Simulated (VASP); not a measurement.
# B26P27Au (a cell with a defect) in VASP: notebook

Runs on B26P27Au (a cell with a defect). Level: PBE. Tasks: single point, relaxation of the atoms.

Program: VASP 6.6.1. These are calculated values, not measurements. Logs are shortened: lines on timing, memory, paths and dates and some standing lists are left out, and cuts for length are marked.

**1. The cell of the first run**

The cell holds a defect, 54 atoms: a = 9.627 Å, b = 9.627 Å, c = 9.627 Å, α = 60.00°, β = 60.00°, γ = 60.00°.

**2. Single point, PBE**

Contents of INCAR:

```
SYSTEM = B26P27Au
ALGO = Normal ; EDIFF = 1E-6
ENCUT = 520 ; GGA = PE
ISIF = 2 ; ISMEAR = -1
LASPH = .True. ; LCHARG = .False.
LREAL = Auto ; LUSENCCL = .False.
LWAVE = .False. ; NBANDS = 145
NELM = 80 ; PREC = Accurate
SIGMA = 0.01
```

Contents of KPOINTS:

```
k-points
0
Gamma
  3 3 3
  0 0 0
```

Contents of POSCAR:

```
B26P27Au
1.0
    0.0000000000      6.8070000000      6.8070000000
    6.8070000000      0.0000000000      6.8070000000
    6.8070000000      6.8070000000      0.0000000000
Au B P
1 26 27
Direct
    0.0000000000      0.0000000000      0.0000000000
   -0.0000514041     -0.0000514041      0.3370738953
   -0.0000514041     -0.0000514041      0.6630289128
   -0.0000514041      0.3370738953     -0.0000514041
   -0.0004837951      0.3334945984      0.3334945984
   -0.0000514041      0.3370738953      0.6630289128
   -0.0000514041      0.6630289128     -0.0000514041
   -0.0000514041      0.6630289128      0.3370738953
    0.0004387970      0.6665204010      0.6665204010
    0.3370738953     -0.0000514041     -0.0000514041
    0.3334945984     -0.0004837951      0.3334945984
    0.3370738953     -0.0000514041      0.6630289128
    0.3334945984      0.3334945984     -0.0004837951
    0.3334945984      0.3334945984      0.3334945984
    0.3334685433      0.3334685433      0.6665314567
    0.3370738953      0.6630289128     -0.0000514041
    0.3334685433      0.6665314567      0.3334685433
    0.3334685433      0.6665314567      0.6665314567
    0.6630289128     -0.0000514041     -0.0000514041
    0.6630289128     -0.0000514041      0.3370738953
    0.6665204010      0.0004387970      0.6665204010
    0.6630289128      0.3370738953     -0.0000514041
    0.6665314567      0.3334685433      0.3334685433
    0.6665314567      0.3334685433      0.6665314567
    0.6665204010      0.6665204010      0.0004387970
    0.6665314567      0.6665314567      0.3334685433
    0.6665204010      0.6665204010      0.6665204010
    0.0956744485      0.0956744485      0.0956744485
    0.0830062247      0.0830062247      0.4169937753
    0.0956744485      0.0956744485      0.7129766545
    0.0830062247      0.4169937753      0.0830062247
    0.0830062247      0.4169937753      0.4169937753
    0.0838128972      0.4161946150      0.7499962439
    0.0956744485      0.7129766545      0.0956744485
    0.0838128972      0.7499962439      0.4161946150
    0.0838128972      0.7499962439      0.7499962439
    0.4169937753      0.0830062247      0.0830062247
    0.4169937753      0.0830062247      0.4169937753
    0.4161946150      0.0838128972      0.7499962439
    0.4169937753      0.4169937753      0.0830062247
    0.4167271140      0.4167271140      0.4167271140
    0.4167271140      0.4167271140      0.7498186579
    0.4161946150      0.7499962439      0.0838128972
    0.4167271140      0.7498186579      0.4167271140
    0.4161946150      0.7499962439      0.7499962439
    0.7129766545      0.0956744485      0.0956744485
    0.7499962439      0.0838128972      0.4161946150
    0.7499962439      0.0838128972      0.7499962439
    0.7499962439      0.4161946150      0.0838128972
    0.7498186579      0.4167271140      0.4167271140
    0.7499962439      0.4161946150      0.7499962439
    0.7499962439      0.7499962439      0.0838128972
    0.7499962439      0.7499962439      0.4161946150
    0.7500000000      0.7500000000      0.7500000000
```

Potentials or basis: VASP PAW PBE potentials, release 64 (Au, B, P).

The run is started by

```console
$ cat potpaw_PBE.64/Au/POTCAR potpaw_PBE.64/B/POTCAR potpaw_PBE.64/P/POTCAR > POTCAR
$ mpirun -np 1 vasp_std > vasp.out
```

OUTCAR:

```text
SYSTEM = B26P27Au
   EDIFF = 1E-6
   ENCUT = 520
   GGA = PE
   ISIF = 2
   ISMEAR = -1
   LASPH = .True.
   LREAL = Auto
   NELM = 80
   PREC = Accurate

 ion  position               nearest neighbor table
   1  0.000  0.000  0.000-  28 2.26  30 2.26  34 2.26  46 2.26
   2  1.000  1.000  0.337-  28 1.91  29 1.93  35 1.97  47 1.97
   3  1.000  1.000  0.663-  30 1.91  29 1.93  36 1.97  48 1.97
   4  1.000  0.337  1.000-  28 1.91  31 1.93  33 1.97  49 1.97
   5  1.000  0.333  0.333-  50 1.96  32 1.97  29 1.97  31 1.97
   6  1.000  0.337  0.663-  30 1.91  32 1.93  51 1.97  33 1.97
[... 46 lines left out ...]
  53  0.750  0.750  0.416-  26 1.96  20 1.97   8 1.97  27 1.97
  54  0.750  0.750  0.750-  27 1.97  21 1.97  25 1.97   9 1.97

  LATTYP: Found a face centered cubic cell.
 ALAT       =    13.6140000000

  Lattice vectors:

 A1 = (   0.0000000000,   6.8070000000,   6.8070000000)
 A2 = (   6.8070000000,   0.0000000000,   6.8070000000)
 A3 = (   6.8070000000,   6.8070000000,   0.0000000000)

Analysis of symmetry for initial positions (statically):
=====================================================================
 Subroutine PRICEL returns:
 Original cell was already a primitive cell.

 Routine SETGRP: Setting up the symmetry group for a
 face centered cubic supercell.

 Subroutine GETGRP returns: Found 24 space group operations
 (whereof 24 operations were pure point group operations)
 out of a pool of 48 trial point group operations.

The static configuration has the point symmetry T_d .

Analysis of symmetry for dynamics (positions and initial velocities):
=====================================================================
 Subroutine PRICEL returns:
 Original cell was already a primitive cell.

 Routine SETGRP: Setting up the symmetry group for a
 face centered cubic supercell.

 Subroutine GETGRP returns: Found 24 space group operations
 (whereof 24 operations were pure point group operations)
 out of a pool of 48 trial point group operations.

The dynamic configuration has the point symmetry T_d .

 Subroutine INISYM returns: Found 24 space group operations
 (whereof 24 operations are pure point group operations),
 and found     1 'primitive' translations

----------------------------------------------------------------------------------------

[... 176 lines left out ...]
   LREAL  =      T    real-space projection
   EDIFFG = 0.1E-04   stopping-criterion for IOM
   NSW    =      0    number of steps for IOM
   IBRION =     -1    ionic relax: 0-MD 1-quasi-New 2-CG
   NFREE  =      0    steps in history (QN), initial steepest desc. (CG)
   ISIF   =      2    stress and relaxation
   ISYM   =      2    0-nonsym 1-usesym 2-fastsym
   POTIM  = 0.5000    time-step for ionic-motion
   TEBEG  =    0.0;   TEEND  =   0.0 temperature during run
   PSTRESS=    0.0 pullay stress
   NELECT =     224.0000    total number of electrons
   NUPDOWN=      -1.0000    fix difference up-down
   EMIN   =  10.00;   EMAX   =-10.00  energy-range for DOS
   EFERMI =   0.00;   METHOD = LEGACY
   ISMEAR =    -1;   SIGMA  =   0.01  broadening in eV -4-tet -1-fermi 0-gaus
   EFERMI_NEDOS =   21; number of points for ismear=-14 and -15
   IALGO  =     38    algorithm
   IMIX   =      4    mixing-type and parameters
     AMIX     =   0.40;   BMIX     =  1.00
     AMIX_MAG =   1.60;   BMIX_MAG =  1.00
  volume/ion in A,a.u.               =      11.68        78.83
  Fermi-wavevector in a.u.,A,eV,Ry     =   1.159289  2.190739 18.285567  1.343951
  Thomas-Fermi vector in A             =   2.295883
   LORBIT       =      0    0 simple, 1 ext, 2 COOP (PROOUT), +10 PAW based schemes
   GGA     = PE    functional components
   LHFCALC =     F    Hartree Fock is set to
   AEXX    =    0.0000 exact exchange contribution
   IVDW    =     0    specifies the selected vdW correction
   LEPSILON=     F    determine dielectric tensor
   LRPA    =     F    only Hartree local field effects (RPA)
 non-spin polarized calculation
  energy-cutoff  :      520.00
  volume of cell :      630.81
 maximum number of plane-waves:     17033
   NGX = 35   NGY = 35   NGZ = 35

 number of electron     224.0000007 magnetization

 Free energy of the ion-electron system (eV)
  ---------------------------------------------------
  ext. energy  EPLUGINS =         0.00000000
  ---------------------------------------------------
  free energy    TOTEN  =      -340.84817756 eV

  energy without entropy =     -340.84251193  energy(sigma->0) =     -340.84534475

 E-fermi :   8.4543     XC(G=0): -11.0155

 val. band max:        8.3596625063   @ k =   0.3333   0.3333   0.0000
 cond. band min:       8.4611976919   @ k =  -0.3333   0.3333   0.0000
 fundamental gap:      0.1015351856
 Fermi energy:         8.4542697217

 k-point     1 :       0.0000    0.0000    0.0000
  band No.  band energies     occupation
      1      -7.8802      2.00000
      2      -6.1003      2.00000
      3      -6.1003      2.00000
      4      -6.1003      2.00000
      5      -6.0143      2.00000
      6      -5.9151      2.00000
[... 497 lines left out ...]
    123      10.9374      0.00000
    124      10.9659      0.00000
 [bands above 124 left out]

------------------------ aborting loop because EDIFF is reached ----------------------------------------

  FORCE on cell =-STRESS in cart. coord.  units (eV):
  Direction    XX          YY          ZZ          XY          YZ          ZX
  --------------------------------------------------------------------------------------
  -------------------------------------------------------------------------------------
  Total       21.6966109     21.6966109     21.6966109     -0.0000000     -0.0000000     -0.0000000
  in kB       55.1068054     55.1068054     55.1068054     -0.0000000     -0.0000000     -0.0000000
  external PRESSURE =      55.1068054 kB  Pullay stress =       0.0000000 kB

 VOLUME and BASIS-vectors are now :
 -----------------------------------------------------------------------------
  energy-cutoff  :      520.00
  volume of cell :      630.81
      direct lattice vectors                 reciprocal lattice vectors
     0.000000000  6.807000000  6.807000000    -0.073453798  0.073453798  0.073453798
     6.807000000  0.000000000  6.807000000     0.073453798 -0.073453798  0.073453798
     6.807000000  6.807000000  0.000000000     0.073453798  0.073453798 -0.073453798

 POSITION                                       TOTAL-FORCE (eV/Angst)
 -----------------------------------------------------------------------------------
      0.00000      0.00000      0.00000        -0.000000     -0.000000     -0.000000
      9.10111      9.10111     13.61330        -0.002799     -0.002799      0.003446
     11.31989     11.31989     13.61330         0.002799      0.002799      0.003446
      9.10111     13.61330      9.10111        -0.002799      0.003446     -0.002799
      4.54020      9.07380      9.07380        -0.002961      0.002961      0.002961
      6.80770     11.31989      9.10111        -0.003446      0.002799     -0.002799
[... 46 lines left out ...]
      7.93826      7.93826     10.21045         0.003319      0.003319     -0.000612
     10.21050     10.21050     10.21050        -0.000000     -0.000000     -0.000000
 -----------------------------------------------------------------------------------
    total drift:                                0.000002      0.000002      0.000003

  FREE ENERGIE OF THE ION-ELECTRON SYSTEM (eV)
  ---------------------------------------------------
  free  energy   TOTEN  =      -340.8481775598 eV

  energy  without entropy=     -340.8425119340  energy(sigma->0) =     -340.84534475
```

Wall time 2.4 min (1 × NVIDIA H100 80GB with 1 thread of AMD EPYC 7R13 (Zen 3), shared host); peak memory 1.7 GiB.

What came out:

| Quantity | Value |
| --- | --- |
| Free energy | -340.8482 eV |
| Pressure | 5.5 GPa |
| Largest force | 0.015 eV/Å |
| Band gap on the k mesh | zero (bands 112 and 113 overlap by 0.44 eV) |

Forces on the atoms (eV/Å):
```
Au   0.000  0.000  0.000
B   -0.003 -0.003  0.003
B    0.003  0.003  0.003
B   -0.003  0.003 -0.003
B   -0.003  0.003  0.003
B   -0.003  0.003 -0.003
B    0.003  0.003  0.003
B   -0.003 -0.003  0.003
B    0.000  0.000  0.000
B    0.003 -0.003 -0.003
B    0.003 -0.003  0.003
B    0.003 -0.003 -0.003
B    0.003  0.003 -0.003
B   -0.003 -0.003 -0.003
B    0.000  0.000  0.000
B    0.003 -0.003 -0.003
B    0.000  0.000  0.000
B    0.000  0.000  0.000
B    0.003  0.003  0.003
B   -0.003 -0.003  0.003
B    0.000  0.000  0.000
B   -0.003  0.003 -0.003
B    0.000  0.000  0.000
B    0.000  0.000  0.000
B    0.000  0.000  0.000
B    0.000  0.000  0.000
B    0.000  0.000  0.000
P   -0.009 -0.009 -0.009
P    0.000  0.000  0.004
P    0.009  0.009 -0.009
P    0.000  0.004  0.000
P   -0.004  0.000  0.000
P    0.003 -0.003  0.001
P    0.009 -0.009  0.009
P    0.003  0.001 -0.003
P   -0.001 -0.003 -0.003
P    0.004  0.000  0.000
P    0.000 -0.004  0.000
P   -0.003  0.003  0.001
P    0.000  0.000 -0.004
P    0.001  0.001  0.001
P   -0.001 -0.001  0.001
P   -0.003  0.001  0.003
P   -0.001  0.001 -0.001
P   -0.001  0.003  0.003
P   -0.009  0.009  0.009
P    0.001  0.003 -0.003
P   -0.003 -0.001 -0.003
P    0.001 -0.003  0.003
P    0.001 -0.001 -0.001
P    0.003 -0.001  0.003
P   -0.003 -0.003 -0.001
P    0.003  0.003 -0.001
P    0.000  0.000  0.000
```

Caveat: spin-orbit coupling is left out, which moves the levels of the heavy elements.

[end of part 1 of 2]

The gap in the log of VASP goes by the Fermi energy; the results here count the filled bands.